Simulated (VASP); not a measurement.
Crystal: ZrH.

```
Zr H
1.0
    -1.64391    1.64391    2.50440
     1.64391   -1.64391    2.50440
     1.64391    1.64391   -2.50440
Zr H
1 1
Direct
  0.00000 0.00000 0.00000
  0.75000 0.25000 0.50000
```

* Program: VASP 6.6.1
* Task: relaxation of cell and atoms
* Functional: r2SCAN
* Potentials or basis: VASP PAW PBE potentials, release 64 (Zr_sv, H)
* Cutoff: 600 eV
* k mesh: 10 × 10 × 10
* Occupations: fermi-dirac, width 0.1 eV
* Spin: no spin polarisation

At the start: pressure -1.2 GPa; volume 13.54 Å³/atom.

Task: How do energy, volume and symmetry change on relaxing?

Result: Over 8 steps the energy falls by 2.3 meV/atom and the volume is 13.44 Å³/atom (-0.7 %); space group I-4m2 (No. 119, to 0.1 Å) before, F-43m (No. 216, to 0.1 Å).

Step by step:
```csv
step,energy change (eV),largest force (eV/Å),pressure (GPa),volume (Å³)
1,0.0000,0.0000,-1.18,27.07
2,-0.0017,0.0000,0.60,26.68
3,-0.0017,0.0000,0.35,26.73
4,-0.0025,0.0000,0.27,26.76
5,-0.0040,0.0000,0.04,26.84
6,-0.0045,0.0000,-0.49,26.99
7,-0.0042,0.0000,0.83,26.70
8,-0.0047,0.0000,-0.01,26.88
```

Final structure:
```xyz
2
Lattice="-1.6791 1.6791 2.3833 1.6791 -1.6791 2.3833 1.6791 1.6791 -2.3833" Properties=species:S:1:pos:R:3 pbc="T T T"
Zr    0.0000    0.0000    0.0000
H     0.0000    1.6791    1.1916
```

Caveat: the PAW data sets were made with another functional, which shifts forces and pressure a little.
